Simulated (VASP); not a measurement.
Write the native input for VASP 6.6.1 that does the following.

| Quantity | Value |
| --- | --- |
| Task | relaxation of cell and atoms |
| Functional | PBE |
| Dispersion | D3(BJ) |
| Potentials or basis | VASP PAW PBE potentials, release 64 (Te, Pb_d) |
| Cutoff | 500 eV |
| k mesh | 8 × 8 × 8 |
| Occupations | gaussian, width 0.02 eV |
| Spin | no spin polarisation |
| Dipole correction | no |
| Further INCAR settings | ALGO = Normal; EDIFF = 1e-07; IBRION = 2; EDIFFG = -0.005; NSW = 70; ISIF = 3 |

The structure of TePb lies in POSCAR:

```
TePb
1.0
    0.0000000000      3.2860508018      3.2860508018
    3.2860508018      0.0000000000      3.2860508018
    3.2860508018      3.2860508018      0.0000000000
Te Pb
1 1
Direct
    0.5000000000      0.5000000000      0.5000000000
    0.0000000000      0.0000000000      0.0000000000
```

These files were run (other wordings do the same):

INCAR

```
SYSTEM = TePb
PREC = Accurate
ENCUT = 500
EDIFF = 1E-7
ISMEAR = 0
SIGMA = 0.02
LREAL = .FALSE.
LASPH = .TRUE.
NELM = 120
ALGO = Normal
ISIF = 3
LWAVE = .FALSE.
LCHARG = .FALSE.
GGA = PE
IVDW = 12
IBRION = 2
NSW = 70
EDIFFG = -0.005
GGA_COMPAT = .FALSE.
NELMIN = 4
```

KPOINTS

```
Automatic mesh
0
G
  8 8 8
  0 0 0
```

Potentials or basis: VASP PAW PBE potentials, release 64 (Te, Pb_d).

The run is started by

```sh
$ cat potpaw_PBE.64/Te/POTCAR potpaw_PBE.64/Pb_d/POTCAR > POTCAR
$ mpirun -np 1 vasp_std > vasp.out
```

It gave:

```
Relaxed volume                         : 33.81 Å³/atom
Relaxed cell                           : a = 4.573 Å, b = 4.573 Å, c = 4.573 Å, α = 60.00°, β = 60.00°, γ = 60.00°
Space group after relaxing (to 0.05 Å) : Fm-3m (No. 225)
Energy gained by relaxing              : 9.6 meV/atom
Ionic steps                            : 3
Pressure after relaxing                : 0.0 GPa
Band gap on the k mesh                 : 0.74 eV, direct
Dispersion energy per atom             : -0.401 eV
```

Caveat: spin-orbit coupling is left out, which moves the levels of the heavy elements.

Run time: 2.6 min on 1 thread of AMD EPYC 7R13 (shared host), peak memory 0.21 GiB.
